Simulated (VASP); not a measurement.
The system is Ba2W.

```
Ba W
1.0
     3.52221    0.00000    0.00000
    -1.76110    3.05032    0.00000
     0.00000    0.00000    9.29823
Ba W
2 1
Direct
  0.33333 0.66667 0.27157
  0.66667 0.33333 0.72843
  0.00000 0.00000 0.00000
```

| Quantity | Value |
| --- | --- |
| Program | VASP 6.6.1 |
| Task | relaxation of cell and atoms |
| Functional | PBE |
| Potentials or basis | VASP PAW PBE potentials, release 64 (Ba_sv, W_sv) |
| Cutoff | 600 eV |
| k mesh | 15 × 15 × 6 |
| Occupations | gaussian, width 0.1 eV |
| Spin | no spin polarisation |

At the start: pressure 1.2 GPa; volume 33.30 Å³/atom.

Task: Where does the relaxation end?

Result: Over 10 steps the energy falls by 4.7 meV/atom and the volume is 34.20 Å³/atom (+2.7 %); space group P-3m1 (No. 164, to 0.05 Å).

The path:
| step | energy change (eV) | largest force (eV/Å) | pressure (GPa) | volume (Å³) |
| --- | --- | --- | --- | --- |
| 1 | 0.0000 | 0.1963 | 1.24 | 99.90 |
| 2 | -0.0120 | 0.0259 | -0.29 | 103.67 |
| 3 | -0.0128 | 0.0165 | 0.00 | 102.88 |
| 4 | -0.0132 | 0.0197 | 0.00 | 102.95 |
| 5 | -0.0136 | 0.0250 | -0.01 | 103.05 |
| 6 | -0.0137 | 0.0272 | -0.01 | 103.10 |
| 7 | -0.0138 | 0.0201 | -0.02 | 103.07 |
| 8 | -0.0139 | 0.0011 | -0.08 | 103.00 |
| 9 | -0.0140 | 0.0033 | -0.05 | 102.85 |
| 10 | -0.0140 | 0.0072 | 0.02 | 102.59 |

Final structure:
```
Ba W
1.0
     3.56698    0.00000    0.00000
    -1.78349    3.08910    0.00000
     0.00000    0.00000    9.31057
Ba W
2 1
Direct
  0.33333 0.66667 0.27390
  0.66667 0.33333 0.72610
  0.00000 0.00000 0.00000
```
